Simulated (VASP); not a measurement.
# Hf2Si3 (R-3m) in VASP: a series of runs, part 2 of 2

VASP 6.6.1. Earlier steps stand in the parts before.

## Step 3: Single point, PBE

This run uses another cell than the first one, of 17.58 Å³/atom, 1.034 times its volume.

INCAR reads:

```
PREC = Accurate ; ENCUT = 520
EDIFF = 1E-6 ; ISMEAR = 0
SIGMA = 0.1 ; LREAL = False
LASPH = True ; NELM = 80
ALGO = Normal ; ISIF = 2
LWAVE = False ; LCHARG = True
GGA = PE ; LELF = True
LVHAR = True ; NBANDS = 24
```

KPOINTS reads:

```
Automatic mesh
0
Gamma
  6 6 6
```

POSCAR reads:

```
Hf2Si3
1.0
    1.9799382918      1.1431179057      6.4712274879
   -1.9799382918      1.1431179057      6.4712274879
    0.0000000000     -2.2862358115      6.4712274879
Hf Si
2 3
Direct
    0.4107406919      0.4107406919      0.4107406919
    0.5892593081      0.5892593081      0.5892593081
    0.0000000000      0.0000000000      0.0000000000
    0.1697888060      0.1697888060      0.1697888060
    0.8302111940      0.8302111940      0.8302111940
```

Potentials or basis: VASP PAW PBE potentials, release 64 (Hf_pv, Si).

On the command line:

```bash
$ cat potpaw_PBE.64/Hf_pv/POTCAR potpaw_PBE.64/Si/POTCAR > POTCAR
$ mpirun -np 1 vasp_std > vasp.out
```

OUTCAR:

```text
PREC = Accurate
   ENCUT = 520
   EDIFF = 1E-6
   ISMEAR = 0
   LREAL = False
   LASPH = True
   NELM = 80
   ISIF = 2
   GGA = PE

 ion  position               nearest neighbor table
   1  0.411  0.411  0.411-   3 2.74   3 2.74   3 2.74   5 2.83   5 2.83   5 2.83   4 2.91   4 2.91
                             4 2.91   2 3.47   2 3.78   2 3.78   2 3.78
   2  0.589  0.589  0.589-   3 2.74   3 2.74   3 2.74   4 2.83   4 2.83   4 2.83   5 2.91   5 2.91
                             5 2.91   1 3.47   1 3.78   1 3.78   1 3.78
   3  0.000  0.000  0.000-   2 2.74   1 2.74   2 2.74   2 2.74   1 2.74   1 2.74
   4  0.170  0.170  0.170-   5 2.29   5 2.29   5 2.29   2 2.83   2 2.83   2 2.83   1 2.91   1 2.91
                             1 2.91
   5  0.830  0.830  0.830-   4 2.29   4 2.29   4 2.29   1 2.83   1 2.83   1 2.83   2 2.91   2 2.91
                             2 2.91

  LATTYP: Found a trigonal (rhomboedric) cell.
 ALAT       =     6.8632105742
 COS(alpha) =     0.8335519707

  Lattice vectors:

 A1 = (   1.9799382918,   1.1431179057,   6.4712274879)
 A2 = (  -1.9799382918,   1.1431179057,   6.4712274879)
 A3 = (   0.0000000000,  -2.2862358115,   6.4712274879)

Analysis of symmetry for initial positions (statically):
=====================================================================
 Subroutine PRICEL returns:
 Original cell was already a primitive cell.

 Routine SETGRP: Setting up the symmetry group for a
 trigonal (rhombohedral) supercell.

 Subroutine GETGRP returns: Found 12 space group operations
 (whereof 12 operations were pure point group operations)
 out of a pool of 12 trial point group operations.

The static configuration has the point symmetry D_3d.

Analysis of symmetry for dynamics (positions and initial velocities):
=====================================================================
 Subroutine PRICEL returns:
 Original cell was already a primitive cell.

 Routine SETGRP: Setting up the symmetry group for a
 trigonal (rhombohedral) supercell.

 Subroutine GETGRP returns: Found 12 space group operations
 (whereof 12 operations were pure point group operations)
 out of a pool of 12 trial point group operations.

The dynamic configuration has the point symmetry D_3d.

 Subroutine INISYM returns: Found 12 space group operations
 (whereof 12 operations are pure point group operations),
 and found     1 'primitive' translations

----------------------------------------------------------------------------------------

                                     Primitive cell

  volume of cell :      87.8781

  direct lattice vectors                    reciprocal lattice vectors
     1.979938292  1.143117906  6.471227488     0.252533123  0.145800066  0.051510063
    -1.979938292  1.143117906  6.471227488    -0.252533123  0.145800066  0.051510063
     0.000000000 -2.286235812  6.471227488     0.000000000 -0.291600133  0.051510063

  length of vectors
     6.863210574  6.863210574  6.863210574     0.296114714  0.296114714  0.296114714

  position of ions in fractional coordinates (direct lattice)
     0.410740692  0.410740692  0.410740692
     0.589259308  0.589259308  0.589259308
     0.000000000  0.000000000  0.000000000
[... 35 lines left out ...]
 Found     32 irreducible k-points:

 Following reciprocal coordinates:
            Coordinates               Weight
  0.000000  0.000000  0.000000      1.000000
  0.166667  0.000000 -0.000000      6.000000
  0.333333  0.000000  0.000000      6.000000
  0.500000  0.000000 -0.000000      3.000000
  0.166667  0.166667 -0.000000      6.000000
  0.333333  0.166667 -0.000000     12.000000
[... 16 lines left out ...]
  0.500000  0.500000  0.166667      6.000000
 -0.333333  0.500000  0.166667     12.000000
 [... further k-points ...]
   k-points           NKPTS =     32   k-points in BZ     NKDIM =     32   number of bands    NBANDS=     24
   number of dos      NEDOS =    301   number of ions     NIONS =      5
   total plane-waves  NPLWV = 157464
   dimension x,y,z NGX =    54 NGY =   54 NGZ =   54
   dimension x,y,z NGXF=   108 NGYF=  108 NGZF=  108
   ions per type =               2   3
   NGX,Y,Z   is equivalent  to a cutoff of  13.08, 13.08, 13.08 a.u.
   NGXF,Y,Z  is equivalent  to a cutoff of  26.16, 26.16, 26.16 a.u.
 SYSTEM =  unknown system
   PREC   = accura    normal or accurate (medium, high low for compatibility)
   ISTART =      0    job   : 0-new  1-cont  2-samecut
   ICHARG =      2    charge: 1-file 2-atom 10-const
   ISPIN  =      1    spin polarized calculation?
   LNONCOLLINEAR =      F non collinear calculations
   LSORBIT =      F    spin-orbit coupling
   LASPH  =      T    aspherical Exc in radial PAW
   ENCUT  =  520.0 eV  38.22 Ry    6.18 a.u.  12.76 12.76 12.76*2*pi/ulx,y,z
   NELM   =     80;   NELMIN=  2; NELMDL= -5     # of ELM steps
   EDIFF  = 0.1E-05   stopping-criterion for ELM
   LREAL  =      F    real-space projection
   EDIFFG = 0.1E-04   stopping-criterion for IOM
   NSW    =      0    number of steps for IOM
   IBRION =     -1    ionic relax: 0-MD 1-quasi-New 2-CG
   NFREE  =      0    steps in history (QN), initial steepest desc. (CG)
   ISIF   =      2    stress and relaxation
   ISYM   =      2    0-nonsym 1-usesym 2-fastsym
   POTIM  = 0.5000    time-step for ionic-motion
   TEBEG  =    0.0;   TEEND  =   0.0 temperature during run
   PSTRESS=    0.0 pullay stress
   NELECT =      32.0000    total number of electrons
   NUPDOWN=      -1.0000    fix difference up-down
   EMIN   =  10.00;   EMAX   =-10.00  energy-range for DOS
   EFERMI =   0.00;   METHOD = LEGACY
   ISMEAR =     0;   SIGMA  =   0.10  broadening in eV -4-tet -1-fermi 0-gaus
   EFERMI_NEDOS =   21; number of points for ismear=-14 and -15
   IALGO  =     38    algorithm
   IMIX   =      4    mixing-type and parameters
     AMIX     =   0.40;   BMIX     =  1.00
     AMIX_MAG =   1.60;   BMIX_MAG =  1.00
  volume/ion in A,a.u.               =      17.58       118.61
  Fermi-wavevector in a.u.,A,eV,Ry     =   1.169045  2.209175 18.594628  1.366667
  Thomas-Fermi vector in A             =   2.305523
   LORBIT       =      0    0 simple, 1 ext, 2 COOP (PROOUT), +10 PAW based schemes
   GGA     = PE    functional components
   LHFCALC =     F    Hartree Fock is set to
   AEXX    =    0.0000 exact exchange contribution
   IVDW    =     0    specifies the selected vdW correction
   LEPSILON=     F    determine dielectric tensor
   LRPA    =     F    only Hartree local field effects (RPA)
 non-spin polarized calculation
 Gauss-broadening in eV      SIGMA  =   0.10
  energy-cutoff  :      520.00
  volume of cell :       87.88
 maximum number of plane-waves:      2413
 NGX is ok and might be reduce to    54
   NGX = 25   NGY = 25   NGZ = 25

 number of electron      32.0000000 magnetization

 Free energy of the ion-electron system (eV)
  ---------------------------------------------------
  ext. energy  EPLUGINS =         0.00000000
  ---------------------------------------------------
  free energy    TOTEN  =       -37.73266233 eV

  energy without entropy =      -37.71725181  energy(sigma->0) =      -37.72495707

 E-fermi :   7.5021     XC(G=0): -11.1508

 val. band max:        7.4893685056   @ k =   0.5000   0.5000   0.3333
 cond. band min:       7.5172993641   @ k =   0.1667   0.0000  -0.0000
 fundamental gap:      0.0279308585
 Fermi energy:         7.5021104870

 k-point     1 :       0.0000    0.0000    0.0000
  band No.  band energies     occupation
      1     -23.7220      2.00000
      2     -23.6310      2.00000
      3     -23.6310      2.00000
      4     -23.6308      2.00000
      5     -23.6308      2.00000
      6     -23.5474      2.00000
[... 637 lines left out ...]
     23      10.9683      0.00000
     24      11.8561      0.00000

 [... further k-points ...]

------------------------ aborting loop because EDIFF is reached ----------------------------------------

  FORCE on cell =-STRESS in cart. coord.  units (eV):
  Direction    XX          YY          ZZ          XY          YZ          ZX
  --------------------------------------------------------------------------------------
  -------------------------------------------------------------------------------------
  Total       -0.1088782     -0.1088782     -0.3370896      0.0000000      0.0000000      0.0000000
  in kB       -1.9850469     -1.9850469     -6.1457558      0.0000000      0.0000000      0.0000000
  external PRESSURE =      -3.3719499 kB  Pullay stress =       0.0000000 kB

 VOLUME and BASIS-vectors are now :
 -----------------------------------------------------------------------------
  energy-cutoff  :      520.00
  volume of cell :       87.88
      direct lattice vectors                 reciprocal lattice vectors
     1.979938292  1.143117906  6.471227488     0.252533123  0.145800066  0.051510063
    -1.979938292  1.143117906  6.471227488    -0.252533123  0.145800066  0.051510063
     0.000000000 -2.286235812  6.471227488     0.000000000 -0.291600133  0.051510063

 POSITION                                       TOTAL-FORCE (eV/Angst)
 -----------------------------------------------------------------------------------
      0.00000     -0.00000      7.97399         0.000000      0.000000     -0.011290
      0.00000     -0.00000     11.43969         0.000000     -0.000000      0.011290
      0.00000      0.00000      0.00000         0.000000      0.000000      0.000000
      0.00000     -0.00000      3.29623         0.000000      0.000000     -0.012315
      0.00000     -0.00000     16.11746         0.000000     -0.000000      0.012315
 -----------------------------------------------------------------------------------
    total drift:                               -0.000000      0.000000      0.000000

  FREE ENERGIE OF THE ION-ELECTRON SYSTEM (eV)
  ---------------------------------------------------
  free  energy   TOTEN  =       -37.7326623320 eV

  energy  without entropy=      -37.7172518116  energy(sigma->0) =      -37.72495707
```

stdout:

```text
POSCAR found type information on POSCAR HfSi
 POSCAR found :  2 types and       5 ions
 scaLAPACK will be used
 LDA part: xc-table for (Slater+PW92), standard interpolation
 POSCAR, INCAR and KPOINTS ok, starting setup
 FFT: planning ... GRIDC
 FFT: planning ... GRID_SOFT
 FFT: planning ... GRID
 WAVECAR not read
 entering main loop
```

It took 1.8 min on 1 thread of Intel Xeon 6975P-C (Granite Rapids), shared host; peak memory 0.39 GiB.

What came out:

```yaml
Free_energy: -37.7327 eV
Pressure: -0.3 GPa
Largest_force: 0.012 eV/Å
Band_gap_on_the_k_mesh: zero (band 16 reaches 8.11 eV, above the bottom of band 17 at 6.81 eV)
```

Forces on the atoms (eV/Å):
```
Hf   0.000  0.000 -0.011
Hf   0.000  0.000  0.011
Si   0.000  0.000  0.000
Si   0.000  0.000 -0.012
Si   0.000  0.000  0.012
```

Levels at points of the mesh, in eV from the Fermi level:
```csv
k point,band 13,band 14,band 15,band 16,band 17,band 18,band 19,band 20
"(0.00, 0.00, 0.00)",-2.20,-1.11,-1.03,-1.03,-0.69,0.86,0.86,0.89
"(0.50, 0.00, 0.00)",-3.17,-2.91,-1.66,-0.49,1.03,1.81,2.11,2.19
"(0.50, 0.50, 0.00)",-3.09,-3.03,-1.49,0.61,0.83,1.28,2.11,2.42
"(0.50, 0.50, 0.50)",-1.78,-1.78,-0.61,-0.60,-0.60,-0.33,-0.33,1.51
```

Caveat: spin-orbit coupling is left out, which moves the levels of the heavy elements.
